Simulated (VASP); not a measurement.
# Ti3Al (I4/mmm) in VASP: single point with PBEsol

Aim: the single point of Ti3Al with PBEsol.

Program: VASP 6.6.1. These are calculated values, not measurements. Logs are shortened: lines on timing, memory, paths and dates and some standing lists are left out, and cuts for length are marked.

## (1) The cell of the first run

It takes space group I4/mmm (No. 139, tetragonal). Conventional cell: a = 4.288 Å, b = 4.288 Å, c = 6.702 Å, α = 90.00°, β = 90.00°, γ = 90.00°. Within 3.6 Å of Ti (site symmetry -4m2) lie 10 Ti at 2.72 to 3.35 Å and 4 Al at 2.72 Å. Ti (site symmetry 4/mmm) has 8 Ti at 2.72 Å and 6 Al at 3.03 to 3.35 Å within 3.6 Å. Within 3.6 Å of Al (site symmetry 4/mmm) lie 14 Ti at 2.72 to 3.35 Å.

## (2) Single point, PBEsol, collinear spin (strain -0.050 along x and y, +0.050 along z)

INCAR reads:

```
ALGO = Normal
EDIFF = 1E-6
ENCUT = 500
GGA = PS
GGA_COMPAT = F
ISIF = 2
ISMEAR = 0
ISPIN = 2
KPAR = 4
LASPH = T
LCHARG = T
LMAXMIX = 4
LORBIT = 11
LREAL = F
LVHAR = T
LWAVE = F
MAGMOM = 0.22 0.22 0.96 0
NBANDS = 32
NELM = 200
PREC = Accurate
SIGMA = 0.15
```

KPOINTS reads:

```
k-points
0
Gamma
  14 14 14
```

POSCAR reads:

```
Ti3Al
1.0
    0.0000000000      3.0319452339      3.3510973637
    3.0319452339      0.0000000000      3.3510973637
    3.0319452339      3.0319452339      0.0000000000
Ti Al
3 1
Direct
    0.7500000000      0.7500000000      0.7500000000
    0.2500000000      0.2500000000      0.2500000000
    0.0000000000      0.0000000000      0.0000000000
    0.5000000000      0.5000000000      0.5000000000
```

Potentials or basis: VASP PAW PBE potentials, release 64 (Ti_sv, Al).

Started as:

```sh
$ cat potpaw_PBE.64/Ti_sv/POTCAR potpaw_PBE.64/Al/POTCAR > POTCAR
$ mpirun -np 4 vasp_std > vasp.out
```

OUTCAR:

```text
EDIFF = 1E-6
   ENCUT = 500
   GGA = PS
   ISIF = 2
   ISMEAR = 0
   ISPIN = 2
   LASPH = T
   LORBIT = 11
   LREAL = F
   NELM = 200
   PREC = Accurate

 ion  position               nearest neighbor table
   1  0.750  0.750  0.750-   4 2.72   4 2.72   4 2.72   3 2.72   4 2.72   3 2.72   3 2.72   3 2.72

   2  0.250  0.250  0.250-   3 2.72   3 2.72   3 2.72   3 2.72   4 2.72   4 2.72   4 2.72   4 2.72

   3  0.000  0.000  0.000-   1 2.72   1 2.72   1 2.72   1 2.72   2 2.72   2 2.72   2 2.72   2 2.72
                             4 3.03   4 3.03   4 3.03   4 3.03
   4  0.500  0.500  0.500-   2 2.72   2 2.72   2 2.72   1 2.72   2 2.72   1 2.72   1 2.72   1 2.72
                             3 3.03   3 3.03   3 3.03   3 3.03

  LATTYP: Found a body centered tetragonal cell.
 ALAT       =     4.2878180702
 C/A-ratio  =     1.5630781478

  Lattice vectors:

 A1 = (  -3.0319452339,   0.0000000000,   3.3510973637)
 A2 = (   3.0319452339,   0.0000000000,   3.3510973637)
 A3 = (   0.0000000000,   3.0319452339,  -3.3510973637)

Analysis of symmetry for initial positions (statically):
=====================================================================
 Subroutine PRICEL returns:
 Original cell was already a primitive cell.

 Routine SETGRP: Setting up the symmetry group for a
 body centered tetragonal supercell.

 Subroutine GETGRP returns: Found 16 space group operations
 (whereof 16 operations were pure point group operations)
 out of a pool of 16 trial point group operations.

The static configuration has the point symmetry D_4h.

Analysis of symmetry for dynamics (positions and initial velocities):
=====================================================================
 Subroutine PRICEL returns:
 Original cell was already a primitive cell.

 Routine SETGRP: Setting up the symmetry group for a
 body centered tetragonal supercell.

 Subroutine GETGRP returns: Found 16 space group operations
 (whereof 16 operations were pure point group operations)
 out of a pool of 16 trial point group operations.

The dynamic configuration has the point symmetry D_4h.

Analysis of structural, dynamic, and magnetic symmetry:
=====================================================================
 Subroutine PRICEL returns:
 Original cell was already a primitive cell.

 Routine SETGRP: Setting up the symmetry group for a
 body centered tetragonal supercell.

 Subroutine GETGRP returns: Found 16 space group operations
 (whereof 16 operations were pure point group operations)
 out of a pool of 16 trial point group operations.

The overall configuration has the point symmetry D_4h.

[... 131 lines left out ...]
   LEPSILON=     F    determine dielectric tensor
   LRPA    =     F    only Hartree local field effects (RPA)
 spin polarized calculation
 Gauss-broadening in eV      SIGMA  =   0.15
  energy-cutoff  :      500.00
  volume of cell :       61.61
 maximum number of plane-waves:      1581
 NGX is ok and might be reduce to    36
   NGX = 17   NGY = 17   NGZ = 15

 number of electron      38.9999999 magnetization       1.0931771

 Free energy of the ion-electron system (eV)
  ---------------------------------------------------
  ext. energy  EPLUGINS =         0.00000000
  ---------------------------------------------------
  free energy    TOTEN  =       -29.69206226 eV

  energy without entropy =      -29.62816076  energy(sigma->0) =      -29.66011151

 E-fermi :   8.9680     XC(G=0): -11.7926

 val. band max:        8.9675074807   @ k =   0.5000   0.1429   0.0000
 cond. band min:       8.9680326982   @ k =  -0.4286   0.1429   0.4286
 fundamental gap:      0.0005252175
 Fermi energy:         8.9680002140

 spin component 1

 k-point     1 :       0.0000    0.0000    0.0000
  band No.  band energies     occupation
      1     -47.3385      1.00000
      2     -47.1824      1.00000
      3     -47.0773      1.00000
      4     -23.8585      1.00000
      5     -23.7594      1.00000
      6     -23.7594      1.00000
[... 805 lines left out ...]
     30      13.9451      0.00000
     31      14.6330      0.00000

 [... further k-points ...]

 spin component 2

 k-point     1 :       0.0000    0.0000    0.0000
  band No.  band energies     occupation
      1     -47.1715      1.00000
      2     -47.0807      1.00000
      3     -46.6372      1.00000
      4     -23.6268      1.00000
      5     -23.6095      1.00000
      6     -23.6095      1.00000
[... 805 lines left out ...]
     30      14.2584      0.00000
     31      14.8977      0.00000

 [... further k-points ...]

 [bands above 31 left out]

------------------------ aborting loop because EDIFF is reached ----------------------------------------

  FORCE on cell =-STRESS in cart. coord.  units (eV):
  Direction    XX          YY          ZZ          XY          YZ          ZX
  --------------------------------------------------------------------------------------
  -------------------------------------------------------------------------------------
  Total        2.3512901      2.3512901      2.7802961      0.0000000      0.0000000      0.0000000
  in kB       61.1444503     61.1444503     72.3005973      0.0000000      0.0000000      0.0000000
  external PRESSURE =      64.8631659 kB  Pullay stress =       0.0000000 kB

 VOLUME and BASIS-vectors are now :
 -----------------------------------------------------------------------------
  energy-cutoff  :      500.00
  volume of cell :       61.61
      direct lattice vectors                 reciprocal lattice vectors
     0.000000000  3.031945234  3.351097364    -0.164910630  0.164910630  0.149204856
     3.031945234  0.000000000  3.351097364     0.164910630 -0.164910630  0.149204856
     3.031945234  3.031945234  0.000000000     0.164910630  0.164910630 -0.149204856

 POSITION                                       TOTAL-FORCE (eV/Angst)
 -----------------------------------------------------------------------------------
      4.54792      4.54792      5.02665        -0.000000     -0.000000     -0.000000
      1.51597      1.51597      1.67555        -0.000000      0.000000      0.000000
      0.00000      0.00000      0.00000         0.000000      0.000000      0.000000
      3.03195      3.03195      3.35110         0.000000      0.000000      0.000000
 -----------------------------------------------------------------------------------
    total drift:                                0.000000      0.000000      0.000000

  FREE ENERGIE OF THE ION-ELECTRON SYSTEM (eV)
  ---------------------------------------------------
  free  energy   TOTEN  =       -29.6920622618 eV

  energy  without entropy=      -29.6281607578  energy(sigma->0) =      -29.66011151

 total charge

# of ion       s       p       d       tot
------------------------------------------
    1        2.233   6.146   1.984  10.363
    2        2.233   6.146   1.984  10.363
    3        2.272   6.109   2.046  10.426
    4        0.418   0.449   0.000   0.866
--------------------------------------------------
tot          7.155  18.850   6.013  32.018

 magnetization (x)

# of ion       s       p       d       tot
------------------------------------------
    1        0.001   0.024   0.101   0.126
    2        0.001   0.024   0.101   0.126
    3        0.007   0.017   0.557   0.580
    4       -0.003  -0.003   0.000  -0.006
--------------------------------------------------
tot          0.006   0.061   0.759   0.825
```

OSZICAR:

```text
N       E                     dE             d eps       ncg     rms          rms(c)
DAV:   1     0.465519148879E+03    0.46552E+03   -0.18040E+04 31256   0.140E+03
DAV:   2     0.166145814044E+02   -0.44890E+03   -0.43610E+03 31704   0.446E+02
DAV:   3    -0.295365985538E+02   -0.46151E+02   -0.44951E+02 53496   0.127E+02
DAV:   4    -0.332823663100E+02   -0.37458E+01   -0.37135E+01 43496   0.314E+01
DAV:   5    -0.334605618979E+02   -0.17820E+00   -0.17817E+00 44368   0.593E+00    0.177E+01
DAV:   6    -0.295999440583E+02    0.38606E+01   -0.16760E+01 42056   0.307E+01    0.460E+00
DAV:   7    -0.297288875896E+02   -0.12894E+00   -0.12014E+00 44696   0.107E+01    0.373E+00
DAV:   8    -0.296851450515E+02    0.43743E-01   -0.39089E-01 42624   0.706E+00    0.275E+00
DAV:   9    -0.296840516381E+02    0.10934E-02   -0.19011E-01 37776   0.420E+00    0.103E+00
DAV:  10    -0.296915724154E+02   -0.75208E-02   -0.33849E-02 40704   0.155E+00    0.337E-01
DAV:  11    -0.296915577489E+02    0.14666E-04   -0.33582E-03 42528   0.422E-01    0.227E-01
DAV:  12    -0.296919894047E+02   -0.43166E-03   -0.10730E-03 36896   0.217E-01    0.734E-02
DAV:  13    -0.296920542141E+02   -0.64809E-04   -0.21634E-04 44912   0.945E-02    0.270E-02
DAV:  14    -0.296920616536E+02   -0.74395E-05   -0.36146E-05 36176   0.346E-02    0.128E-02
DAV:  15    -0.296920622618E+02   -0.60813E-06   -0.67833E-06 38304   0.148E-02
   1 F= -.29692062E+02 E0= -.29660112E+02  d E =-.639015E-01  mag=     1.0975
```

stdout:

```text
POSCAR found type information on POSCAR TiAl
 POSCAR found :  2 types and       4 ions
 scaLAPACK will be used
 -----------------------------------------------------------------------------
|                                                                             |
|                                                                             |
|     You enforced a specific xc type in the INCAR file but a different       |
|     I HOPE YOU KNOW WHAT YOU ARE DOING!                                     |
|                                                                             |
 -----------------------------------------------------------------------------

 LDA part: xc-table for (Slater+PW92), standard interpolation
 POSCAR, INCAR and KPOINTS ok, starting setup
 FFT: planning ... GRIDC
 FFT: planning ... GRID_SOFT
 FFT: planning ... GRID
 WAVECAR not read
 entering main loop
```

Run time: 2.5 min. Hardware: 4 MPI ranks of Intel Xeon 6975P-C (Granite Rapids), shared host; peak memory 0.68 GiB.

Results:

```
Free energy                                           : -29.6921 eV
Pressure                                              : 6.5 GPa
Net moment                                            : 1.09 μB per cell
Site moments                                          : Ti +0.13, +0.58 (each value once); Al -0.01 μB
Valence electrons inside the program's atomic spheres : Ti 10.36, 10.43 (each value once); Al 0.87
```

Stress tensor (GPa, compression positive):
```
6.11 0.00 0.00
0.00 6.11 0.00
0.00 0.00 7.23
```

Caveat: the cell differs from its parent crystal (strain -0.050 along x and y, +0.050 along z); the cell stands under pressure; the PAW data sets were made with another functional, which shifts forces and pressure a little.
